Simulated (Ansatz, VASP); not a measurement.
# One calculation of Ga2F, two programs

```
Ga F
1.0
     4.58892    0.00000    0.00000
    -2.29446    3.97412    0.00000
     0.00000    0.00000    2.72908
Ga F
2 1
Direct
  0.33333 0.66667 0.50000
  0.66667 0.33333 0.50000
  0.00000 0.00000 0.00000
```

Alike in both runs: functional PBE; k mesh 6 × 6 × 6; occupations gaussian, width 0.1 eV; no spin polarisation.

Ansatz relaxed the structure, and its values are those at the end. VASP's run is a single point on that final structure, the one shown.

```csv
,VASP,Ansatz
version,VASP 6.6.1,Ansatz 0.2.0
potentials or method,"VASP PAW PBE potentials, release 64 (Ga_d, F), cutoff 520 eV","scalar-relativistic, plane waves, PAW"
valence electrons in the cell,33,33
```

```csv
,VASP,Ansatz,Ansatz less VASP
gap on the k mesh at the Fermi level (eV),none,none,-
pressure (GPa),0.0,0.1,+0.02
```

A gap of «none» marks a metal or a gap that the smearing closes.

The k mesh is coarse, so the values compare programs but aren't converged.
